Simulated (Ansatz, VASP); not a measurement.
**Two plane-wave programs on Si**

```
Si
1.0
     0.00000    1.97369    1.97369
     1.97369    0.00000    1.97369
     1.97369    1.97369    0.00000
Si
1
Direct
  0.00000 0.00000 0.00000
```

Alike in both runs: task single point; functional r2SCAN; k mesh 16 × 16 × 16; occupations fermi-dirac, width 0.1 eV; no spin polarisation.

|  | VASP | Ansatz |
| --- | --- | --- |
| version | VASP 6.6.1 | Ansatz 0.2.0 |
| potentials or method | VASP PAW PBE potentials, release 64 (Si), cutoff 520 eV | plane waves (500 eV) with PAW, scalar-relativistic |
| valence electrons in the cell | 4 | 4 |

|  | VASP | Ansatz | Ansatz less VASP |
| --- | --- | --- | --- |
| pressure (GPa) | -7.2 | -7.2 | -0.06 |

VASP's potentials were made for PBE, not for r2SCAN. The functional is the same, so the differences come from potentials, cutoffs and numerics.
